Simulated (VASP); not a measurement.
Set up this calculation in VASP 6.6.1, as the native input.

| Quantity | Value |
| --- | --- |
| Task | single point |
| Functional | BLYP |
| Potentials or basis | VASP PAW PBE potentials, release 64 (Pd) |
| Cutoff | 520 eV |
| k mesh | 13 × 13 × 13 |
| Occupations | fermi-dirac, width 0.1 eV |
| Spin | no spin polarisation |
| Dipole correction | no |
| Further INCAR settings | ALGO = Normal; EDIFF = 1e-06; NBANDS = 11 |

The structure of Pd lies in POSCAR:

```
Pd
1.0
    2.5965271704      0.0000000000      0.0000000000
    0.0000000000      2.5965271704      0.0000000000
    0.0000000000      0.0000000000      2.5965271704
Pd
1
Direct
    0.0000000000      0.0000000000      0.0000000000
```

This cell differs from its parent crystal: volume scaled by 0.92.

The input as run:

INCAR

```
SYSTEM = Pd
AGGAC    = 1.0          
AGGAX    = 1.0          
ALDAC    = 0.0          
ALDAX    = 1.0          
ALGO     = Normal         ! electronic algorithm
EDIFF    = 1E-6           ! SCF threshold, eV
ENCUT    = 520            ! plane-wave cutoff, eV
GGA      = B5             ! functional
ISIF     = 2              ! what is computed and relaxed
ISMEAR   = -1             ! smearing method
LASPH    = .TRUE.         ! aspherical terms in the spheres
LCHARG   = .FALSE.        ! write CHGCAR
LREAL    = .FALSE.        ! projectors in reciprocal space
LWAVE    = .FALSE.        ! write WAVECAR
NBANDS   = 11             ! bands
NELM     = 100            ! most SCF steps
PREC     = Accurate       ! precision mode
SIGMA    = 0.1            ! smearing width, eV
```

KPOINTS

```
k-points
0
G
  13 13 13
  0 0 0
```

Potentials or basis: VASP PAW PBE potentials, release 64 (Pd).

Command:

```sh
$ cat potpaw_PBE.64/Pd/POTCAR > POTCAR
$ mpirun -np 1 vasp_std > vasp.out
```

It gave:

```
Pressure               : 10.5 GPa
Band gap on the k mesh : zero (band 5 reaches 9.05 eV, above the bottom of band 6 at 7.29 eV)
```

Caveat: the PAW data sets were made with another functional, which shifts forces and pressure a little.

It took 15 s on 1 thread of Intel(R) Xeon(R) Platinum 8259CL CPU @ 2.50GHz (Skylake/Cascade Lake), with other jobs on the host, peak memory 0.13 GiB.
